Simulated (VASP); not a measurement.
# CaBeB4 (I4_1/amd) in VASP: single point with r2SCAN

Aim: the single point of CaBeB4 with r2SCAN.

Program: VASP 6.6.1. These are calculated values, not measurements. Logs are shortened: lines on timing, memory, paths and dates and some standing lists are left out, and cuts for length are marked.

## Step 1: The cell of the first run

Symmetry: I4_1/amd, No. 141, tetragonal system. Conventional cell: a = 6.826 Å, b = 6.826 Å, c = 5.969 Å, α = 90.00°, β = 90.00°, γ = 90.00°. Within 3.1 Å of Ca (site symmetry -4m2) lie 8 B at 2.32 to 2.34 Å and 2 Be at 2.98 Å. Be (site symmetry -4m2) has 4 B at 1.50 Å within 2.0 Å. B (site symmetry m) has 1 Be at 1.50 Å within 2.0 Å.

## Step 2: Single point, r2SCAN

Contents of POSCAR:

```
CaBeB4
1.0
   -3.4129990000      3.4129990000      2.9846090000
    3.4129990000     -3.4129990000      2.9846090000
    3.4129990000      3.4129990000     -2.9846090000
Ca Be B
2 2 8
Direct
    0.0000000000      0.0000000000      0.0000000000
    0.7500000000      0.2500000000      0.5000000000
    0.5000000000      0.5000000000      0.0000000000
    0.2500000000      0.7500000000      0.5000000000
    0.5100000000      0.3400000000      0.1700000000
    0.0900000000      0.4200000000      0.3300000000
    0.1700000000      0.3400000000      0.8300000000
    0.0900000000      0.7600000000      0.6700000000
    0.2400000000      0.9100000000      0.3300000000
    0.6600000000      0.4900000000      0.8300000000
    0.5800000000      0.9100000000      0.6700000000
    0.6600000000      0.8300000000      0.1700000000
```

Contents of INCAR.step1:

```
SYSTEM = CaBeB4
ALGO     = Normal         ! electronic algorithm
EDIFF    = 1E-4           ! SCF threshold, eV
ENCUT    = 520            ! plane-wave cutoff, eV
GGA      = PE             ! functional
ISMEAR   = -1             ! smearing method
LASPH    = .True.         ! aspherical terms in the spheres
LCHARG   = .False.        ! write CHGCAR
LREAL    = .False.        ! projectors in reciprocal space
LWAVE    = .True.         ! write WAVECAR
NBANDS   = 36             ! bands
NELM     = 80             ! most SCF steps
PREC     = Accurate       ! precision mode
SIGMA    = 0.1            ! smearing width, eV
```

Contents of INCAR.step2:

```
SYSTEM = CaBeB4
ALGO     = Normal         ! electronic algorithm
EDIFF    = 1E-7           ! SCF threshold, eV
ENCUT    = 520            ! plane-wave cutoff, eV
ISIF     = 2              ! what is computed and relaxed
ISMEAR   = -1             ! smearing method
ISTART   = 1            
LASPH    = .True.         ! aspherical terms in the spheres
LCHARG   = .False.        ! write CHGCAR
LMIXTAU  = .True.       
LREAL    = .False.        ! projectors in reciprocal space
LWAVE    = .False.        ! write WAVECAR
METAGGA  = R2SCAN         ! meta-GGA
NBANDS   = 36             ! bands
NELM     = 80             ! most SCF steps
PREC     = Accurate       ! precision mode
SIGMA    = 0.1            ! smearing width, eV
```

Contents of KPOINTS:

```
k-points
0
Gamma
  8 8 8
  0 0 0
```

Potentials or basis: VASP PAW PBE potentials, release 64 (Ca_sv, Be, B).

The run is started by

```bash
$ cat potpaw_PBE.64/Ca_sv/POTCAR potpaw_PBE.64/Be/POTCAR potpaw_PBE.64/B/POTCAR > POTCAR
$ cp INCAR.step1 INCAR
$ mpirun -np 1 vasp_std > vasp.out
$ cp INCAR.step2 INCAR
$ mpirun -np 1 vasp_std > vasp.out
```

OUTCAR:

```text
SYSTEM = CaBeB4
   EDIFF = 1E-7
   ENCUT = 520
   ISIF = 2
   ISMEAR = -1
   ISTART = 1
   LASPH = .True.
   LREAL = .False.
   METAGGA = R2SCAN
   NELM = 80
   PREC = Accurate

 ion  position               nearest neighbor table
   1  0.000  0.000  0.000-   6 2.32  11 2.32   9 2.32   8 2.32   5 2.34  10 2.34  12 2.34   7 2.34

   2  0.750  0.250  0.500-   7 2.32  12 2.32  10 2.32   5 2.32   8 2.34   9 2.34   6 2.34  11 2.34

   3  0.500  0.500  0.000-   5 1.50  10 1.50   7 1.50  12 1.50
   4  0.250  0.750  0.500-   8 1.50   9 1.50   6 1.50  11 1.50
   5  0.510  0.340  0.170-   3 1.50   2 2.32   1 2.34
   6  0.090  0.420  0.330-   4 1.50   1 2.32   2 2.34
   7  0.170  0.340  0.830-   3 1.50   2 2.32   1 2.34
   8  0.090  0.760  0.670-   4 1.50   1 2.32   2 2.34
   9  0.240  0.910  0.330-   4 1.50   1 2.32   2 2.34
  10  0.660  0.490  0.830-   3 1.50   2 2.32   1 2.34
  11  0.580  0.910  0.670-   4 1.50   1 2.32   2 2.34
  12  0.660  0.830  0.170-   3 1.50   2 2.32   1 2.34

  LATTYP: Found a body centered tetragonal cell.
 ALAT       =     6.8259980000
 C/A-ratio  =     0.8744828229

  Lattice vectors:

 A1 = (  -3.4129990000,   3.4129990000,   2.9846090000)
 A2 = (   3.4129990000,  -3.4129990000,   2.9846090000)
 A3 = (   3.4129990000,   3.4129990000,  -2.9846090000)

Analysis of symmetry for initial positions (statically):
=====================================================================
 Subroutine PRICEL returns:
 Original cell was already a primitive cell.

 Routine SETGRP: Setting up the symmetry group for a
 body centered tetragonal supercell.

 Subroutine GETGRP returns: Found 16 space group operations
 (whereof  8 operations were pure point group operations)
 out of a pool of 16 trial point group operations.

The static configuration has the point symmetry D_2d.
 The point group associated with its full space group is D_4h.

Analysis of symmetry for dynamics (positions and initial velocities):
=====================================================================
 Subroutine PRICEL returns:
 Original cell was already a primitive cell.

 Routine SETGRP: Setting up the symmetry group for a
 body centered tetragonal supercell.

 Subroutine GETGRP returns: Found 16 space group operations
 (whereof  8 operations were pure point group operations)
 out of a pool of 16 trial point group operations.

The dynamic configuration has the point symmetry D_2d.
 The point group associated with its full space group is D_4h.

 Subroutine INISYM returns: Found 16 space group operations
 (whereof  8 operations are pure point group operations),
 and found     1 'primitive' translations

----------------------------------------------------------------------------------------

                                     Primitive cell

  volume of cell :     139.0656

  direct lattice vectors                    reciprocal lattice vectors
    -3.412999000  3.412999000  2.984609000     0.000000000  0.146498724  0.167526132
     3.412999000 -3.412999000  2.984609000     0.146498724  0.000000000  0.167526132
     3.412999000  3.412999000 -2.984609000     0.146498724  0.146498724  0.000000000

  length of vectors
     5.674946276  5.674946276  5.674946276     0.222546357  0.222546357  0.207180483

  position of ions in fractional coordinates (direct lattice)
     0.000000000  0.000000000  0.000000000
     0.750000000  0.250000000  0.500000000
     0.500000000  0.500000000  0.000000000
     0.250000000  0.750000000  0.500000000
     0.510000000  0.340000000  0.170000000
     0.090000000  0.420000000  0.330000000
     0.170000000  0.340000000  0.830000000
     0.090000000  0.760000000  0.670000000
     0.240000000  0.910000000  0.330000000
     0.660000000  0.490000000  0.830000000
     0.580000000  0.910000000  0.670000000
     0.660000000  0.830000000  0.170000000

  ion indices of the primitive-cell ions
   primitive index   ion index
                 1           1
                 2           2
                 3           3
                 4           4
                 5           5
                 6           6
                 7           7
                 8           8
                 9           9
                10          10
                11          11
                12          12

----------------------------------------------------------------------------------------

 KPOINTS: k-points

Automatic generation of k-mesh.
 Grid dimensions read from file:
 generate k-points for:    8    8    8

 Generating k-lattice:

  Cartesian coordinates                     Fractional coordinates (reciprocal lattice)
     0.000000000  0.018312341  0.020940766     0.125000000  0.000000000 -0.000000000
     0.018312341  0.000000000  0.020940766     0.000000000  0.125000000 -0.000000000
     0.018312341  0.018312341  0.000000000     0.000000000  0.000000000  0.125000000

  Length of vectors
     0.027818295  0.027818295  0.025897560

  Shift w.r.t. Gamma in fractional coordinates (k-lattice)
     0.000000000  0.000000000  0.000000000

 Subroutine IBZKPT returns following result:
 ===========================================

 Found     59 irreducible k-points:

 Following reciprocal coordinates:
            Coordinates               Weight
  0.000000  0.000000  0.000000      1.000000
  0.125000  0.000000  0.000000      8.000000
  0.250000  0.000000  0.000000      8.000000
  0.375000 -0.000000  0.000000      8.000000
  0.500000  0.000000  0.000000      4.000000
  0.125000  0.125000  0.000000      8.000000
[... 16 lines left out ...]
  0.250000  0.125000  0.125000     16.000000
  0.375000  0.125000  0.125000      8.000000
 [... further k-points ...]
   k-points           NKPTS =     59   k-points in BZ     NKDIM =     59   number of bands    NBANDS=     36
   number of dos      NEDOS =    301   number of ions     NIONS =     12
   total plane-waves  NPLWV =  74088
   dimension x,y,z NGX =    42 NGY =   42 NGZ =   42
   dimension x,y,z NGXF=    84 NGYF=   84 NGZF=   84
   ions per type =               2   2   8
   NGX,Y,Z   is equivalent  to a cutoff of  12.30, 12.30, 12.30 a.u.
   NGXF,Y,Z  is equivalent  to a cutoff of  24.61, 24.61, 24.61 a.u.
 SYSTEM =  CaBeB4
   PREC   = accura    normal or accurate (medium, high low for compatibility)
   ISTART =      1    job   : 0-new  1-cont  2-samecut
   ICHARG =      0    charge: 1-file 2-atom 10-const
   ISPIN  =      1    spin polarized calculation?
   LNONCOLLINEAR =      F non collinear calculations
   LSORBIT =      F    spin-orbit coupling
   LASPH  =      T    aspherical Exc in radial PAW
   ENCUT  =  520.0 eV  38.22 Ry    6.18 a.u.  10.55 10.55 10.55*2*pi/ulx,y,z
   NELM   =     80;   NELMIN=  2; NELMDL=  0     # of ELM steps
   EDIFF  = 0.1E-06   stopping-criterion for ELM
   LREAL  =      F    real-space projection
   EDIFFG = 0.1E-05   stopping-criterion for IOM
   NSW    =      0    number of steps for IOM
   IBRION =     -1    ionic relax: 0-MD 1-quasi-New 2-CG
   NFREE  =      0    steps in history (QN), initial steepest desc. (CG)
   ISIF   =      2    stress and relaxation
   ISYM   =      2    0-nonsym 1-usesym 2-fastsym
   POTIM  = 0.5000    time-step for ionic-motion
   TEBEG  =    0.0;   TEEND  =   0.0 temperature during run
   PSTRESS=    0.0 pullay stress
   NELECT =      48.0000    total number of electrons
   NUPDOWN=      -1.0000    fix difference up-down
   EMIN   =  10.00;   EMAX   =-10.00  energy-range for DOS
   EFERMI =   0.00;   METHOD = LEGACY
   ISMEAR =    -1;   SIGMA  =   0.10  broadening in eV -4-tet -1-fermi 0-gaus
   EFERMI_NEDOS =   21; number of points for ismear=-14 and -15
   IALGO  =     38    algorithm
   IMIX   =      4    mixing-type and parameters
     AMIX     =   0.40;   BMIX     =  1.00
     AMIX_MAG =   1.60;   BMIX_MAG =  1.00
  volume/ion in A,a.u.               =      11.59        78.21
  Fermi-wavevector in a.u.,A,eV,Ry     =   1.148370  2.170105 17.942745  1.318755
  Thomas-Fermi vector in A             =   2.285046
   LORBIT       =      0    0 simple, 1 ext, 2 COOP (PROOUT), +10 PAW based schemes
   METAGGA = R2SCAN    functional components
   LHFCALC =     F    Hartree Fock is set to
   AEXX    =    0.0000 exact exchange contribution
   IVDW    =     0    specifies the selected vdW correction
   LEPSILON=     F    determine dielectric tensor
   LRPA    =     F    only Hartree local field effects (RPA)
 non-spin polarized calculation
  energy-cutoff  :      520.00
  volume of cell :      139.07
 maximum number of plane-waves:      3779
   NGX = 21   NGY = 21   NGZ = 21

 number of electron      48.0000000 magnetization

 Free energy of the ion-electron system (eV)
  ---------------------------------------------------
  ext. energy  EPLUGINS =         0.00000000
  ---------------------------------------------------
  free energy    TOTEN  =       -46.44043484 eV

  energy without entropy =      -46.29613457  energy(sigma->0) =      -46.36828470

 E-fermi :   3.2498     XC(G=0): -10.8477

 val. band max:        3.2337615152   @ k =  -0.1250   0.5000   0.1250
 cond. band min:       3.2508288178   @ k =   0.2500   0.1250  -0.0000
 fundamental gap:      0.0170673026
 Fermi energy:         3.2498433165

 k-point     1 :       0.0000    0.0000    0.0000
  band No.  band energies     occupation
      1     -36.4751      2.00000
      2     -36.4419      2.00000
      3     -17.2173      2.00000
      4     -17.1794      2.00000
      5     -17.0461      2.00000
      6     -17.0461      2.00000
[... 28 lines left out ...]
     35       8.2442      0.00000
     36       8.2442      0.00000
[... 866 lines left out ...]
      6     -16.9311      2.00000
[... 28 lines left out ...]
     35       7.3190      0.00000
     36       7.6434      0.00000

 [... further k-points ...]

------------------------ aborting loop because EDIFF is reached ----------------------------------------

  FORCE on cell =-STRESS in cart. coord.  units (eV):
  Direction    XX          YY          ZZ          XY          YZ          ZX
  --------------------------------------------------------------------------------------
  -------------------------------------------------------------------------------------
  Total       33.9392238     33.9392238     39.5261262      0.0000000      0.0000000      0.0000000
  in kB      391.0143806    391.0143806    455.3811794      0.0000000      0.0000000      0.0000000
  external PRESSURE =     412.4699802 kB  Pullay stress =       0.0000000 kB

 VOLUME and BASIS-vectors are now :
 -----------------------------------------------------------------------------
  energy-cutoff  :      520.00
  volume of cell :      139.07
      direct lattice vectors                 reciprocal lattice vectors
    -3.412999000  3.412999000  2.984609000     0.000000000  0.146498724  0.167526132
     3.412999000 -3.412999000  2.984609000     0.146498724  0.000000000  0.167526132
     3.412999000  3.412999000 -2.984609000     0.146498724  0.146498724  0.000000000

 POSITION                                       TOTAL-FORCE (eV/Angst)
 -----------------------------------------------------------------------------------
      0.00000      0.00000      0.00000         0.000000      0.000000     -0.000000
     -0.00000      3.41300      1.49230         0.000000      0.000000     -0.000000
      0.00000      0.00000      2.98461         0.000000      0.000000     -0.000000
      3.41300     -0.00000      1.49230        -0.000000      0.000000     -0.000000
      0.00000      1.16042      2.02953         0.000000      2.917865     -2.418966
      2.25258      0.00000      0.53723        -2.917865      0.000000     -2.418966
      3.41300      2.25258     -0.95507         0.000000     -2.917865     -2.418966
      4.57342      0.00000      0.53723         2.917865      0.000000     -2.418966
      3.41300     -1.16042      2.44738         0.000000     -2.917865      2.418966
      2.25258      3.41300      0.95507        -2.917865      0.000000      2.418966
      3.41300      1.16042      2.44738        -0.000000      2.917865      2.418966
      1.16042      0.00000      3.93968         2.917865     -0.000000      2.418966
 -----------------------------------------------------------------------------------
    total drift:                               -0.000000      0.000000      0.000000

  FREE ENERGIE OF THE ION-ELECTRON SYSTEM (eV)
  ---------------------------------------------------
  free  energy   TOTEN  =       -46.4404348410 eV

  energy  without entropy=      -46.2961345653  energy(sigma->0) =      -46.36828470
```

It took 9.3 min on 1 thread of Intel Xeon 6975P-C (Granite Rapids), shared host; peak memory 0.45 GiB.

Results:

```
Free energy            : -46.4404 eV
Pressure               : 41.2 GPa
Largest force          : 3.790 eV/Å
Band gap on the k mesh : zero (bands 24 and 25 overlap by 0.84 eV)
```

Forces on the atoms (eV/Å):
```
Ca   0.000  0.000  0.000
Ca   0.000  0.000  0.000
Be   0.000  0.000  0.000
Be   0.000  0.000  0.000
B    0.000  2.918 -2.419
B   -2.918  0.000 -2.419
B    0.000 -2.918 -2.419
B    2.918  0.000 -2.419
B    0.000 -2.918  2.419
B   -2.918  0.000  2.419
B    0.000  2.918  2.419
B    2.918  0.000  2.419
```

Stress tensor (GPa, compression positive):
```
39.10  0.00  0.00
 0.00 39.10  0.00
 0.00  0.00 45.54
```

Levels at points of the mesh, in eV from the Fermi level:
| k point | band 21 | band 22 | band 23 | band 24 | band 25 | band 26 | band 27 | band 28 |
| --- | --- | --- | --- | --- | --- | --- | --- | --- |
| (0.00, 0.00, 0.00) | -2.20 | -1.49 | -0.60 | -0.60 | -0.10 | 0.80 | 0.82 | 1.70 |
| (0.50, 0.00, 0.00) | -0.82 | -0.47 | -0.12 | 0.12 | 0.28 | 0.58 | 0.63 | 0.79 |
| (0.50, 0.50, 0.00) | -0.94 | -0.94 | -0.92 | -0.92 | 0.55 | 0.55 | 1.14 | 1.14 |
| (0.50, 0.50, 0.50) | -0.51 | -0.51 | -0.39 | -0.39 | 0.83 | 0.83 | 1.15 | 1.15 |

Caveat: the cell stands under pressure; the PAW data sets were made with another functional, which shifts forces and pressure a little.
